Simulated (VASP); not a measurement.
The system is Li2Be3Au.

```xyz
6
Lattice="5.0680 0.0000 0.0000 -2.5340 4.3890 0.0000 0.0000 0.0000 2.7545" Properties=species:S:1:pos:R:3 pbc="T T T"
Li    0.0000    2.9260    0.0000
Li    2.5340    1.4630    0.0000
Be    2.5340    0.0000    1.3773
Be    1.2670    2.1945    1.3773
Be   -1.2670    2.1945    1.3773
Au    0.0000    0.0000    0.0000
```

The cell was built from a structure type or drawn by symmetry, and may not be a known phase.

```yaml
Program: VASP 6.6.1
Task: relaxation of cell and atoms
Functional: PBE
Potentials_or_basis: VASP PAW PBE potentials, release 64 (Li_sv, Be, Au_sv_GW)
Cutoff: 750 eV
k_mesh: 6 × 6 × 6
Occupations: gaussian, width 0.1 eV
Spin: no spin polarisation
```

At the start: pressure 12.0 GPa; volume 10.21 Å³/atom.

Q: Where does the relaxation end?

A: Over 9 steps the energy falls by 621.4 meV/atom and the volume is 11.21 Å³/atom (+9.8 %); space group P6/mmm (No. 191, to 0.1 Å) before and after.

Step by step:
| step | energy change (eV) | largest force (eV/Å) | pressure (GPa) | volume (Å³) |
| --- | --- | --- | --- | --- |
| 1 | 0.0000 | 0.0000 | 12.02 | 61.27 |
| 2 | -1.8829 | 0.0000 | -0.74 | 67.79 |
| 3 | -2.8941 | 0.0000 | -7.10 | 74.64 |
| 4 | -2.8369 | 0.0000 | -11.47 | 86.27 |
| 5 | -3.1596 | 0.0000 | -9.45 | 79.03 |
| 6 | -3.6971 | 0.0000 | -1.66 | 69.46 |
| 7 | -3.6977 | 0.0000 | -2.06 | 69.81 |
| 8 | -3.7253 | 0.0000 | -0.59 | 68.04 |
| 9 | -3.7283 | 0.0000 | 0.15 | 67.25 |

Final structure:
```
Li Be Au
1.0
     4.43841    0.00000    0.00000
    -2.21920    3.84377    0.00000
     0.00000    0.00000    3.94203
Li Be Au
2 3 1
Direct
  0.33333 0.66667 0.00000
  0.66667 0.33333 0.00000
  0.50000 0.00000 0.50000
  0.50000 0.50000 0.50000
  0.00000 0.50000 0.50000
  0.00000 0.00000 0.00000
```

Caveat: the k points lie up to 0.27 Å⁻¹ apart in the final cell, too coarse for converged energies and pressures of a metal; a cell axis changed by over 15 % at a fixed basis, so the end point is rough.
